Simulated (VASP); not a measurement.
Here is a VASP 6.6.1 calculation.

Contents of POSCAR:

```
NaCl
1.0
    2.7015081551      2.7015081551      0.0000000000
   -2.7015081551      2.7015081551      0.0000000000
    0.0000000000      2.7015081551      2.7015081551
Na Cl
1 1
Direct
    0.0000000000      0.0000000000      0.0000000000
    0.5000000000      0.5000000000      0.0000000000
```

File INCAR.step1:

```
SYSTEM = NaCl
PREC = Accurate ; ENCUT = 550
ISMEAR = 0 ; SIGMA = 0.01
LREAL = .FALSE. ; LASPH = .TRUE.
NELM = 120 ; NBANDS = 14
GGA = PE ; ALGO = Normal
EDIFF = 1E-5 ; LWAVE = .TRUE.
LCHARG = .FALSE. ; GGA_COMPAT = .FALSE.
```

Contents of INCAR.step2:

```
SYSTEM = NaCl
PREC = Accurate ; ENCUT = 550
EDIFF = 1E-6 ; ISMEAR = 0
SIGMA = 0.01 ; LREAL = .FALSE.
LASPH = .TRUE. ; NELM = 120
ALGO = Normal ; ISIF = 2
LWAVE = .FALSE. ; LCHARG = .FALSE.
METAGGA = R2SCAN ; LMIXTAU = .TRUE.
NBANDS = 14 ; ISTART = 1
GGA_COMPAT = .FALSE.
```

KPOINTS

```
regular mesh
0
G
  8 8 8
  0 0 0
```

Potentials or basis: VASP PAW PBE potentials, release 64 (Na_pv, Cl).

Run with:

```bash
$ cat potpaw_PBE.64/Na_pv/POTCAR potpaw_PBE.64/Cl/POTCAR > POTCAR
$ cp INCAR.step1 INCAR
$ mpirun -np 1 vasp_std > vasp.out
$ cp INCAR.step2 INCAR
$ mpirun -np 1 vasp_std > vasp.out
```

**Question.** Estimate the band gap on the k mesh.

**Answer.** 6.51 eV.

**Question.** Estimate the pressure.

**Answer.** 3.7 GPa.

Caveat: the cell stands under pressure; the PAW data sets were made with another functional, which shifts forces and pressure a little.
